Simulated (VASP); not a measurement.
A run of VASP 6.6.1:

INCAR

```
PREC = Accurate ; ENCUT = 520
EDIFF = 1E-7 ; ISMEAR = 0
SIGMA = 0.1 ; LREAL = F
LASPH = T ; NELM = 100
ALGO = Normal ; ISIF = 2
LWAVE = F ; LCHARG = F
GGA = PE ; NBANDS = 26
```

Contents of KPOINTS:

```
Automatic mesh
0
Gamma
  4 4 4
```

File POSCAR:

```
SiC
1.0
   -2.1953288831     -0.0002247286     -2.1957922629
   -2.1892400919     -4.3708308207      2.1890672911
   -2.1894969153      4.3716323572      2.1907160320
Si C
4 4
Direct
    0.0000196379      0.7501600271      0.2498916133
    0.5000140856      0.2501544896      0.2498865745
    0.5000048291      0.7501570392      0.7498914586
   -0.0000020978      0.2501531853      0.7498888798
    0.4999872100      0.8748451470      0.1251178988
   -0.0000127002      0.3748386865      0.1251010376
   -0.0000003406      0.8748449989      0.6251145411
    0.4999893760      0.3748464264      0.6251079963
```

Potentials or basis: VASP PAW PBE potentials, release 64 (Si, C).

Launch:

```bash
$ cat potpaw_PBE.64/Si/POTCAR potpaw_PBE.64/C/POTCAR > POTCAR
$ mpirun -np 1 vasp_std > vasp.out
```

Hardware: 1 thread of Intel(R) Xeon(R) Platinum 8259CL CPU @ 2.50GHz (Skylake/Cascade Lake) (shared host).

**Question.** Estimate the wall time of this run.

**Answer.** Wall time 78 s on 1 thread of Intel(R) Xeon(R) Platinum 8259CL CPU @ 2.50GHz (Skylake/Cascade Lake) (shared host), peak memory 0.21 GiB. Counts: scf iterations 15, k points 36.
